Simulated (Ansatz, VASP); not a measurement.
# Two plane-wave programs on MgCd3O4

The input INCAR:

```
SYSTEM = MgCd3O4
  PREC = Accurate
  ENCUT = 600
  EDIFF = 1E-6
  ISMEAR = 0
  SIGMA = 0.2
  LREAL = .False.
  LASPH = .True.
  NELM = 80
  ALGO = Normal
  ISIF = 3
  LWAVE = .False.
  LCHARG = .False.
  GGA = PE
  IBRION = 2
  NSW = 80
  EDIFFG = -0.025
```

The input KPOINTS:

```
regular mesh
0
Gamma
  6 4 4
  0 0 0
```

POSCAR

```
MgCd3O4
1.0
    0.0487203956     -0.0812235336      3.2983681212
    3.3085729002     -4.7520976068      0.1642965043
    3.2448707429      4.7070596873     -0.0664432089
Mg Cd O
1 3 4
Direct
    0.4978216065      0.5077029734      0.5090107299
   -0.0108066258      0.9988847573      0.4997217110
    0.4830080771      0.0078907071     -0.0055545634
   -0.0012986490      0.5058625808      1.0055564540
    0.0081830864      0.7279076164      0.7346796162
    0.5017854490      0.7323607574      0.2574660047
    0.5049864738      0.2552465473      0.7373694727
    0.0163205820      0.2641440604      0.2617505749
```

Input for Ansatz:

```yaml
crystal:
  lattice:
    - [0.0487203956, -0.0812235336, 3.2983681212]
    - [3.3085729002, -4.7520976068, 0.1642965043]
    - [3.2448707429, 4.7070596873, -0.0664432089]
  atoms:
    - { symbol: Mg, position: [0.4978216065, 0.5077029734, 0.5090107299] }
    - { symbol: Cd, position: [-0.0108066258, 0.9988847573, 0.499721711] }
    - { symbol: Cd, position: [0.4830080771, 0.0078907071, -0.0055545634] }
    - { symbol: Cd, position: [-0.001298649, 0.5058625808, 1.005556454] }
    - { symbol: O, position: [0.0081830864, 0.7279076164, 0.7346796162] }
    - { symbol: O, position: [0.501785449, 0.7323607574, 0.2574660047] }
    - { symbol: O, position: [0.5049864738, 0.2552465473, 0.7373694727] }
    - { symbol: O, position: [0.016320582, 0.2641440604, 0.2617505749] }
basis:
  ecutwfc: 420
kpoints:
  mp_grid: { grid: [6, 4, 4] }
hamiltonian:
  xc: pbe
scf:
  occupations: { method: gaussian, width: 0.2 }
  lower_state_search: "off"
output:
  forces: true
  stress: true
  eigenvalues: true
relax:
  adjacent_minimum: "off"
  f_tol: 0.025
  max_steps: 60
  cell: { stress_tol: 0.25 }
```

Change from the starting cell: cell x1, atoms moved at random (sigma 0.05 Å) and cell strained at random (1.5 %), then relaxed without symmetry.

Alike in both runs: task relaxation of cell and atoms; functional PBE; k mesh 6 × 4 × 4; occupations gaussian, width 0.2 eV; no spin polarisation.

```csv
,VASP,Ansatz
version,VASP 6.6.1,Ansatz 0.2.0
potentials or method,"VASP PAW PBE potentials, release 64 (Mg, Cd, O), cutoff 600 eV","scalar-relativistic, plane waves, PAW"
valence electrons in the cell,62,94
```

|  | VASP | Ansatz | Ansatz less VASP |
| --- | --- | --- | --- |
| gap on the k mesh at the Fermi level, each at its own relaxed structure (eV) | none | none | - |
| relaxed volume (Å³/atom) | 12.70 | 12.66 | -0.043 |
| relaxed cell length with the largest relative difference (Å) | 3.290 | 3.286 | -0.0038 |

A gap of «none» marks a metal or a gap that the smearing closes. VASP's potentials hold 62 valence electrons a cell and Ansatz's 94, so a difference there can come from the potentials and not from the codes.
